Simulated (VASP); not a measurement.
Wanted: the native input for a VASP 6.6.1 run.

| Quantity | Value |
| --- | --- |
| Task | single point |
| Functional | PBEsol |
| Potentials or basis | VASP PAW PBE potentials, release 64 (Fe, Ge_d) |
| Cutoff | 520 eV |
| k mesh | 9 × 9 × 9 |
| Occupations | fermi-dirac, width 0.03 eV |
| Spin | no spin polarisation |
| Dipole correction | no |
| Further INCAR settings | ALGO = Normal; EDIFF = 1e-07; NBANDS = 27 |

The structure of Fe3Ge lies in POSCAR:

```
Fe3Ge
1.0
    3.6605005200      0.0000000000      0.0000000000
    0.0000000000      3.6605005200      0.0000000000
    0.0000000000      0.0000000000      3.6605005200
Fe Ge
3 1
Direct
    0.0000000000      0.5000000000      0.5000000000
    0.5000000000      0.5000000000      0.0000000000
    0.5000000000      0.0000000000      0.5000000000
    0.0000000000      0.0000000000      0.0000000000
```

One way to write it, as run:

INCAR

```
PREC = Accurate
ENCUT = 520
EDIFF = 1E-7
ISMEAR = -1
SIGMA = 0.03
LREAL = False
LASPH = True
NELM = 60
ALGO = Normal
ISIF = 2
LWAVE = False
LCHARG = True
GGA = PS
LELF = True
LVHAR = True
NBANDS = 27
```

KPOINTS

```
regular mesh
0
Gamma
  9 9 9
```

Potentials or basis: VASP PAW PBE potentials, release 64 (Fe, Ge_d).

The run is started by

```bash
$ cat potpaw_PBE.64/Fe/POTCAR potpaw_PBE.64/Ge_d/POTCAR > POTCAR
$ mpirun -np 1 vasp_std > vasp.out
```

Results of the run:

The pressure is -24.5 GPa. The band gap on the k mesh is zero (band 19 reaches 6.92 eV, above the bottom of band 20 at 6.48 eV).

Caveat: the PAW data sets were made with another functional, which shifts forces and pressure a little.

It took 26 s on 1 thread of AMD EPYC 9R45 96-Core Processor (Zen 5) (shared host), peak memory 0.15 GiB.
